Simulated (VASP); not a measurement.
# AgI (I-4m2) in VASP: notebook

The runs below take AgI through single point, with r2SCAN.

All numbers are computed with VASP 6.6.1; they aren't measurements. Logs are shortened: lines on timing, memory, paths and dates and some standing lists are left out, and cuts for length are marked.

### Step 1. The cell of the first run

The typed cell holds 2 atoms: a = 4.742 Å, b = 4.742 Å, c = 4.742 Å, α = 120.04°, β = 120.04°, γ = 89.94°.

### Step 2. Single point, r2SCAN (volume changed by +6%)

The input, POSCAR:

```
AgI
1.0
   -2.3699115150      2.3699115150      3.3552930423
    2.3699115150     -2.3699115150      3.3552930423
    2.3699115150      2.3699115150     -3.3552930423
Ag I
1 1
Direct
    0.2500000000      0.7500000000      0.5000000000
    0.0000000000      0.0000000000      0.0000000000
```

The input, INCAR.step1:

```
ALGO = Normal
EDIFF = 1E-5
ENCUT = 550
GGA = PE
GGA_COMPAT = F
ISMEAR = 0
LASPH = T
LCHARG = F
LREAL = F
LWAVE = T
NBANDS = 16
NELM = 120
PREC = Accurate
SIGMA = 0.01
```

The input, INCAR.step2:

```
ALGO = Normal
EDIFF = 1E-6
ENCUT = 550
GGA_COMPAT = F
ISIF = 2
ISMEAR = 0
ISTART = 1
LASPH = T
LCHARG = F
LMIXTAU = T
LREAL = F
LWAVE = F
METAGGA = R2SCAN
NBANDS = 16
NELM = 120
PREC = Accurate
SIGMA = 0.01
```

The input, KPOINTS:

```
k-points
0
Gamma
  6 6 6
```

Potentials or basis: VASP PAW PBE potentials, release 64 (Ag, I).

On the command line:

```
cat potpaw_PBE.64/Ag/POTCAR potpaw_PBE.64/I/POTCAR > POTCAR
cp INCAR.step1 INCAR
mpirun -np 1 vasp_std > vasp.out
cp INCAR.step2 INCAR
mpirun -np 1 vasp_std > vasp.out
```

OUTCAR:

```text
EDIFF = 1E-6
   ENCUT = 550
   ISIF = 2
   ISMEAR = 0
   ISTART = 1
   LASPH = T
   LREAL = F
   METAGGA = R2SCAN
   NELM = 120
   PREC = Accurate

 ion  position               nearest neighbor table
   1  0.250  0.750  0.500-   2 2.90   2 2.90   2 2.90   2 2.90
   2  0.000  0.000  0.000-   1 2.90   1 2.90   1 2.90   1 2.90

  LATTYP: Found a body centered tetragonal cell.
 ALAT       =     4.7398230300
 C/A-ratio  =     1.4157883200

  Lattice vectors:

 A1 = (  -2.3699115150,   2.3699115150,   3.3552930423)
 A2 = (   2.3699115150,  -2.3699115150,   3.3552930423)
 A3 = (   2.3699115150,   2.3699115150,  -3.3552930423)

Analysis of symmetry for initial positions (statically):
=====================================================================
 Subroutine PRICEL returns:
 Original cell was already a primitive cell.

 Routine SETGRP: Setting up the symmetry group for a
 body centered tetragonal supercell.

 Subroutine GETGRP returns: Found  8 space group operations
 (whereof  8 operations were pure point group operations)
 out of a pool of 16 trial point group operations.

The static configuration has the point symmetry D_2d.

Analysis of symmetry for dynamics (positions and initial velocities):
=====================================================================
 Subroutine PRICEL returns:
 Original cell was already a primitive cell.

 Routine SETGRP: Setting up the symmetry group for a
 body centered tetragonal supercell.

 Subroutine GETGRP returns: Found  8 space group operations
 (whereof  8 operations were pure point group operations)
 out of a pool of 16 trial point group operations.

The dynamic configuration has the point symmetry D_2d.

 Subroutine INISYM returns: Found  8 space group operations
 (whereof  8 operations are pure point group operations),
 and found     1 'primitive' translations

----------------------------------------------------------------------------------------

                                     Primitive cell

  volume of cell :      75.3798

  direct lattice vectors                    reciprocal lattice vectors
    -2.369911515  2.369911515  3.355293042     0.000000000  0.210978341  0.149018281
     2.369911515 -2.369911515  3.355293042     0.210978341  0.000000000  0.149018281
     2.369911515  2.369911515 -3.355293042     0.210978341  0.210978341  0.000000000

  length of vectors
     4.742462712  4.742462712  4.742462712     0.258298874  0.258298874  0.298368431

  position of ions in fractional coordinates (direct lattice)
     0.250000000  0.750000000  0.500000000
     0.000000000  0.000000000  0.000000000

  ion indices of the primitive-cell ions
   primitive index   ion index
                 1           1
                 2           2

----------------------------------------------------------------------------------------

 KPOINTS: k-points

Automatic generation of k-mesh.
 Grid dimensions read from file:
 generate k-points for:    6    6    6

 Generating k-lattice:

  Cartesian coordinates                     Fractional coordinates (reciprocal lattice)
     0.000000000  0.035163057  0.024836380     0.166666667  0.000000000 -0.000000000
     0.035163057  0.000000000  0.024836380     0.000000000  0.166666667 -0.000000000
     0.035163057  0.035163057  0.000000000     0.000000000  0.000000000  0.166666667

  Length of vectors
     0.043049812  0.043049812  0.049728072

  Shift w.r.t. Gamma in fractional coordinates (k-lattice)
     0.000000000  0.000000000  0.000000000

 Subroutine IBZKPT returns following result:
 ===========================================

 Found     30 irreducible k-points:

 Following reciprocal coordinates:
            Coordinates               Weight
  0.000000  0.000000  0.000000      1.000000
  0.166667 -0.000000  0.000000      8.000000
  0.333333 -0.000000  0.000000      8.000000
  0.500000  0.000000  0.000000      4.000000
  0.166667  0.166667  0.000000      8.000000
  0.333333  0.166667  0.000000     16.000000
[... 16 lines left out ...]
 -0.333333 -0.333333  0.166667      8.000000
 -0.166667 -0.333333  0.166667      8.000000
 [... further k-points ...]
   k-points           NKPTS =     30   k-points in BZ     NKDIM =     30   number of bands    NBANDS=     16
   number of dos      NEDOS =    301   number of ions     NIONS =      2
   total plane-waves  NPLWV =  46656
   dimension x,y,z NGX =    36 NGY =   36 NGZ =   36
   dimension x,y,z NGXF=    72 NGYF=   72 NGZF=   72
   ions per type =               1   1
   NGX,Y,Z   is equivalent  to a cutoff of  12.62, 12.62, 12.62 a.u.
   NGXF,Y,Z  is equivalent  to a cutoff of  25.24, 25.24, 25.24 a.u.
 SYSTEM =  unknown system
   PREC   = accura    normal or accurate (medium, high low for compatibility)
   ISTART =      1    job   : 0-new  1-cont  2-samecut
   ICHARG =      0    charge: 1-file 2-atom 10-const
   ISPIN  =      1    spin polarized calculation?
   LNONCOLLINEAR =      F non collinear calculations
   LSORBIT =      F    spin-orbit coupling
   LASPH  =      T    aspherical Exc in radial PAW
   ENCUT  =  550.0 eV  40.42 Ry    6.36 a.u.   9.07  9.07  9.07*2*pi/ulx,y,z
   NELM   =    120;   NELMIN=  2; NELMDL=  0     # of ELM steps
   EDIFF  = 0.1E-05   stopping-criterion for ELM
   LREAL  =      F    real-space projection
   EDIFFG = 0.1E-04   stopping-criterion for IOM
   NSW    =      0    number of steps for IOM
   IBRION =     -1    ionic relax: 0-MD 1-quasi-New 2-CG
   NFREE  =      0    steps in history (QN), initial steepest desc. (CG)
   ISIF   =      2    stress and relaxation
   ISYM   =      2    0-nonsym 1-usesym 2-fastsym
   POTIM  = 0.5000    time-step for ionic-motion
   TEBEG  =    0.0;   TEEND  =   0.0 temperature during run
   PSTRESS=    0.0 pullay stress
   NELECT =      18.0000    total number of electrons
   NUPDOWN=      -1.0000    fix difference up-down
   EMIN   =  10.00;   EMAX   =-10.00  energy-range for DOS
   EFERMI =   0.00;   METHOD = LEGACY
   ISMEAR =     0;   SIGMA  =   0.01  broadening in eV -4-tet -1-fermi 0-gaus
   EFERMI_NEDOS =   21; number of points for ismear=-14 and -15
   IALGO  =     38    algorithm
   IMIX   =      4    mixing-type and parameters
     AMIX     =   0.40;   BMIX     =  1.00
     AMIX_MAG =   1.60;   BMIX_MAG =  1.00
  volume/ion in A,a.u.               =      37.69       254.34
  Fermi-wavevector in a.u.,A,eV,Ry     =   1.015658  1.919315 14.035238  1.031561
  Thomas-Fermi vector in A             =   2.148956
   LORBIT       =      0    0 simple, 1 ext, 2 COOP (PROOUT), +10 PAW based schemes
   METAGGA = R2SCAN    functional components
   LHFCALC =     F    Hartree Fock is set to
   AEXX    =    0.0000 exact exchange contribution
   IVDW    =     0    specifies the selected vdW correction
   LEPSILON=     F    determine dielectric tensor
   LRPA    =     F    only Hartree local field effects (RPA)
 non-spin polarized calculation
 Gauss-broadening in eV      SIGMA  =   0.01
  energy-cutoff  :      550.00
  volume of cell :       75.38
 maximum number of plane-waves:      2229
   NGX = 19   NGY = 19   NGZ = 19

 number of electron      17.9999999 magnetization

 Free energy of the ion-electron system (eV)
  ---------------------------------------------------
  ext. energy  EPLUGINS =         0.00000000
  ---------------------------------------------------
  free energy    TOTEN  =       -46.50306004 eV

  energy without entropy =      -46.50306004  energy(sigma->0) =      -46.50306004

 E-fermi :   1.9670     XC(G=0):  -8.4831

 val. band max:        1.8450450193   @ k =   0.0000   0.0000   0.0000
 cond. band min:       3.6398666289   @ k =   0.0000   0.0000   0.0000
 fundamental gap:      1.7948216095
 Fermi energy:         1.9670167656

 k-point     1 :       0.0000    0.0000    0.0000
  band No.  band energies     occupation
      1     -10.8406      2.00000
      2      -1.9279      2.00000
      3      -1.9273      2.00000
      4      -1.9273      2.00000
      5      -0.8660      2.00000
      6      -0.8654      2.00000
[... 8 lines left out ...]
     15      12.2715      0.00000
     16      12.2841      0.00000

 k-point     2 :       0.1667   -0.0000    0.0000
  band No.  band energies     occupation
      1     -10.7851      2.00000
      2      -1.9428      2.00000
      3      -1.8860      2.00000
      4      -1.8854      2.00000
      5      -0.8693      2.00000
      6      -0.8688      2.00000
[... 8 lines left out ...]
     15      11.5649      0.00000
     16      11.8760      0.00000

 k-point     3 :       0.3333   -0.0000    0.0000
  band No.  band energies     occupation
      1     -10.6702      2.00000
      2      -1.8926      2.00000
      3      -1.8055      2.00000
      4      -1.8044      2.00000
      5      -0.8587      2.00000
      6      -0.8586      2.00000
[... 8 lines left out ...]
     15      11.9021      0.00000
     16      11.9025      0.00000

 k-point     4 :       0.5000    0.0000    0.0000
  band No.  band energies     occupation
      1     -10.6106      2.00000
      2      -1.7681      2.00000
      3      -1.7666      2.00000
      4      -1.7665      2.00000
      5      -0.8414      2.00000
      6      -0.8412      2.00000
[... 8 lines left out ...]
     15      13.1249      0.00000
     16      13.1307      0.00000

 k-point     5 :       0.1667    0.1667    0.0000
  band No.  band energies     occupation
      1     -10.7095      2.00000
      2      -1.9351      2.00000
      3      -1.8360      2.00000
      4      -1.8139      2.00000
      5      -0.8899      2.00000
      6      -0.8464      2.00000
[... 8 lines left out ...]
     15      12.0504      0.00000
     16      13.1368      0.00000

 k-point     6 :       0.3333    0.1667    0.0000
  band No.  band energies     occupation
      1     -10.6121      2.00000
      2      -1.7997      2.00000
      3      -1.7527      2.00000
      4      -1.7472      2.00000
      5      -0.8747      2.00000
      6      -0.8441      2.00000
[... 8 lines left out ...]
     15      12.4032      0.00000
     16      13.2749      0.00000

 k-point     7 :       0.5000    0.1667    0.0000
  band No.  band energies     occupation
      1     -10.5922      2.00000
      2      -1.8512      2.00000
      3      -1.7054      2.00000
      4      -1.6571      2.00000
      5      -0.8484      2.00000
      6      -0.8361      2.00000
[... 8 lines left out ...]
     15      12.9951      0.00000
     16      13.1849      0.00000

 k-point     8 :      -0.3333    0.1667    0.0000
  band No.  band energies     occupation
      1     -10.6712      2.00000
      2      -1.9902      2.00000
      3      -1.7576      2.00000
      4      -1.7532      2.00000
      5      -0.8959      2.00000
      6      -0.8338      2.00000
[... 8 lines left out ...]
     15      12.5869      0.00000
     16      13.0060      0.00000

 k-point     9 :      -0.1667    0.1667    0.0000
  band No.  band energies     occupation
      1     -10.7666      2.00000
      2      -1.9933      2.00000
      3      -1.8468      2.00000
      4      -1.8454      2.00000
      5      -0.8948      2.00000
      6      -0.8481      2.00000
[... 8 lines left out ...]
     15      12.4299      0.00000
     16      12.7856      0.00000
[... 172 lines left out ...]
 k-point    19 :      -0.1667    0.3333    0.1667
  band No.  band energies     occupation
      1     -10.6121      2.00000
      2      -1.7995      2.00000
      3      -1.7543      2.00000
      4      -1.7463      2.00000
      5      -0.8747      2.00000
      6      -0.8434      2.00000
[... 8 lines left out ...]
     15      12.4039      0.00000
     16      13.2753      0.00000

 k-point    20 :       0.5000    0.5000    0.1667
  band No.  band energies     occupation
      1     -10.5346      2.00000
      2      -1.9425      2.00000
      3      -1.5412      2.00000
      4      -1.4710      2.00000
      5      -0.8697      2.00000
      6      -0.6684      2.00000
[... 8 lines left out ...]
     15      13.7080      0.00000
     16      13.8889      0.00000

 k-point    21 :      -0.3333    0.5000    0.1667
  band No.  band energies     occupation
      1     -10.5539      2.00000
      2      -1.8259      2.00000
      3      -1.6807      2.00000
      4      -1.4847      2.00000
      5      -0.9165      2.00000
      6      -0.7918      2.00000
[... 8 lines left out ...]
     15      13.1116      0.00000
     16      13.7901      0.00000

 k-point    22 :      -0.1667    0.5000    0.1667
  band No.  band energies     occupation
      1     -10.5924      2.00000
      2      -1.8522      2.00000
      3      -1.7043      2.00000
      4      -1.6563      2.00000
      5      -0.8491      2.00000
      6      -0.8362      2.00000
[... 8 lines left out ...]
     15      12.9899      0.00000
     16      13.1830      0.00000

 k-point    23 :      -0.3333   -0.3333    0.1667
  band No.  band energies     occupation
      1     -10.5937      2.00000
      2      -1.9322      2.00000
      3      -1.6976      2.00000
      4      -1.6100      2.00000
      5      -0.8703      2.00000
      6      -0.8350      2.00000
[... 8 lines left out ...]
     15      13.3259      0.00000
     16      13.8376      0.00000

 k-point    24 :      -0.1667   -0.3333    0.1667
  band No.  band energies     occupation
      1     -10.6715      2.00000
      2      -1.9906      2.00000
      3      -1.7568      2.00000
      4      -1.7526      2.00000
      5      -0.8963      2.00000
      6      -0.8337      2.00000
[... 8 lines left out ...]
     15      12.5889      0.00000
     16      13.0053      0.00000

 [... further k-points ...]
[... 5 lines left out ...]
  --------------------------------------------------------------------------------------
  -------------------------------------------------------------------------------------
  Total       -0.7276004     -0.7276004     -0.7311491      0.0000000      0.0000000      0.0000000
  in kB      -15.4649610    -15.4649610    -15.5403864      0.0000000      0.0000000      0.0000000
  external PRESSURE =     -15.4901028 kB  Pullay stress =       0.0000000 kB

 VOLUME and BASIS-vectors are now :
 -----------------------------------------------------------------------------
  energy-cutoff  :      550.00
  volume of cell :       75.38
      direct lattice vectors                 reciprocal lattice vectors
    -2.369911515  2.369911515  3.355293042     0.000000000  0.210978341  0.149018281
     2.369911515 -2.369911515  3.355293042     0.210978341  0.000000000  0.149018281
     2.369911515  2.369911515 -3.355293042     0.210978341  0.210978341  0.000000000

 POSITION                                       TOTAL-FORCE (eV/Angst)
 -----------------------------------------------------------------------------------
      2.36991      0.00000      1.67765         0.000000      0.000000      0.000000
      0.00000      0.00000      0.00000        -0.000000     -0.000000     -0.000000
 -----------------------------------------------------------------------------------
    total drift:                               -0.000000      0.000000     -0.000000

  FREE ENERGIE OF THE ION-ELECTRON SYSTEM (eV)
  ---------------------------------------------------
  free  energy   TOTEN  =       -46.5030600442 eV

  energy  without entropy=      -46.5030600442  energy(sigma->0) =      -46.50306004
```

It took 57 s on 1 thread of Intel Xeon 6975P-C (Granite Rapids), shared host; peak memory 0.24 GiB.

What came out:

```
Free energy            : -46.5031 eV
Pressure               : -1.5 GPa
Band gap on the k mesh : 1.79 eV, direct
```

Levels at points of the mesh, in eV from the valence-band top:
| k point | band 5 | band 6 | band 7 | band 8 | band 9 | band 10 | band 11 | band 12 | band 13 | band 14 |
| --- | --- | --- | --- | --- | --- | --- | --- | --- | --- | --- |
| (0.00, 0.00, 0.00) | -2.71 | -2.71 | 0.00 | 0.00 | 0.00 | 1.79 | 6.40 | 6.41 | 6.41 | 9.24 |
| (0.50, 0.00, 0.00) | -2.69 | -2.69 | -2.60 | -0.61 | -0.61 | 3.25 | 6.78 | 6.79 | 7.33 | 9.54 |
| (0.50, 0.50, 0.00) | -2.64 | -2.61 | -2.26 | -1.52 | -1.52 | 4.14 | 4.24 | 8.66 | 9.97 | 9.98 |
| (0.50, 0.50, 0.50) | -2.64 | -2.61 | -2.26 | -1.52 | -1.52 | 4.14 | 4.25 | 8.65 | 9.98 | 9.98 |

Caveat: the cell differs from its parent crystal (volume changed by +6%); the PAW data sets were made with another functional, which shifts forces and pressure a little; spin-orbit coupling is left out, which moves the levels of the heavy elements.

### Step 3. Single point, r2SCAN

This run uses another cell than the first one, of 35.56 Å³/atom, 0.943 times its volume.

The input, POSCAR:

```
AgI
1.0
   -2.3243249426      2.3243249426      3.2907521056
    2.3243249426     -2.3243249426      3.2907521056
    2.3243249426      2.3243249426     -3.2907521056
Ag I
1 1
Direct
    0.2500000000      0.7500000000      0.5000000000
    0.0000000000      0.0000000000      0.0000000000
```

The input, INCAR.step1:

```
SYSTEM = AgI
  ALGO = Normal
  EDIFF = 1E-5
  ENCUT = 550
  GGA = PE
  GGA_COMPAT = .False.
  ISMEAR = 0
  LASPH = .True.
  LCHARG = .False.
  LREAL = .False.
  LWAVE = .True.
  NBANDS = 16
  NELM = 120
  PREC = Accurate
  SIGMA = 0.01
```

The input, INCAR.step2:

```
SYSTEM = AgI
  ALGO = Normal
  EDIFF = 1E-6
  ENCUT = 550
  GGA_COMPAT = .False.
  ISIF = 2
  ISMEAR = 0
  ISTART = 1
  LASPH = .True.
  LCHARG = .True.
  LELF = .True.
  LMIXTAU = .True.
  LREAL = .False.
  LVHAR = .True.
  LWAVE = .False.
  METAGGA = R2SCAN
  NBANDS = 16
  NELM = 120
  PREC = Accurate
  SIGMA = 0.01
```

The input, KPOINTS:

```
k-points
0
Gamma
  8 8 8
  0 0 0
```

Potentials or basis: VASP PAW PBE potentials, release 64 (Ag, I).

On the command line:

```
cat potpaw_PBE.64/Ag/POTCAR potpaw_PBE.64/I/POTCAR > POTCAR
cp INCAR.step1 INCAR
mpirun -np 1 vasp_std > vasp.out
cp INCAR.step2 INCAR
mpirun -np 1 vasp_std > vasp.out
```

It took 97 s on 1 thread of Intel Xeon 6975P-C (Granite Rapids), shared host; peak memory 0.26 GiB.

The run converged. Its results:

* Free energy: -46.5258 eV
* Pressure: -0.1 GPa
* Band gap on the k mesh: 1.79 eV, direct

Levels at points of the mesh, in eV from the valence-band top:
| k point | band 7 | band 8 | band 9 | band 10 | band 11 | band 12 |
| --- | --- | --- | --- | --- | --- | --- |
| (0.00, 0.00, 0.00) | 0.00 | 0.00 | 0.00 | 1.79 | 6.30 | 6.31 |
| (0.50, 0.00, 0.00) | -2.81 | -0.68 | -0.68 | 3.22 | 6.71 | 6.71 |
| (0.50, 0.50, 0.00) | -2.46 | -1.70 | -1.70 | 3.98 | 4.23 | 8.85 |
| (0.50, 0.50, 0.50) | -2.46 | -1.70 | -1.70 | 3.99 | 4.23 | 8.84 |

Caveat: the PAW data sets were made with another functional, which shifts forces and pressure a little; spin-orbit coupling is left out, which moves the levels of the heavy elements. r2SCAN opens gaps a little over a GGA but as a rule still falls short of measured ones.
